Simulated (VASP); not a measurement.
Crystal: ZnO.

```
CELL_PARAMETERS angstrom
3.23735 0.00000 0.00000
-1.61868 2.80363 0.00000
0.00000 0.00000 5.22206
ATOMIC_POSITIONS crystal
Zn 0.66667 0.33333 0.50059
Zn 0.33333 0.66667 0.00059
O 0.66667 0.33333 0.87972
O 0.33333 0.66667 0.37972
```

| Item | Value |
| --- | --- |
| Program | VASP 6.6.1 |
| Task | relaxation of cell and atoms |
| Functional | PBE |
| Potentials or basis | VASP PAW PBE potentials, release 64 (Zn, O) |
| Cutoff | 600 eV |
| k mesh | 6 × 6 × 4 |
| Occupations | gaussian, width 0.1 eV |
| Spin | no spin polarisation |

At the start: pressure 6.5 GPa; volume 11.85 Å³/atom.

**Question.** How do energy, volume and symmetry change on relaxing?

**Answer.** Over 3 steps the energy falls by 10.5 meV/atom and the volume is 12.40 Å³/atom (+4.6 %); space group P6_3mc (No. 186, to 0.05 Å).

The path:
| step | energy change (eV) | largest force (eV/Å) | pressure (GPa) | volume (Å³) |
| --- | --- | --- | --- | --- |
| 1 | 0.0000 | 0.0021 | 6.46 | 47.40 |
| 2 | -0.0317 | 0.0013 | -2.78 | 50.75 |
| 3 | -0.0421 | 0.0015 | 0.03 | 49.58 |

Final structure:
```cif
data_structure
_symmetry_space_group_name_H-M 'P 1'
_symmetry_Int_Tables_number 1
_cell_length_a 3.2863
_cell_length_b 3.2863
_cell_length_c 5.3015
_cell_angle_alpha 90.000
_cell_angle_beta 90.000
_cell_angle_gamma 120.000
_cell_volume 49.58
loop_
_atom_site_label
_atom_site_type_symbol
_atom_site_fract_x
_atom_site_fract_y
_atom_site_fract_z
_atom_site_occupancy
Zn1 Zn 0.66667 0.33333 0.50058 1
Zn2 Zn 0.33333 0.66667 0.00058 1
O1 O 0.66667 0.33333 0.87973 1
O2 O 0.33333 0.66667 0.37973 1
```
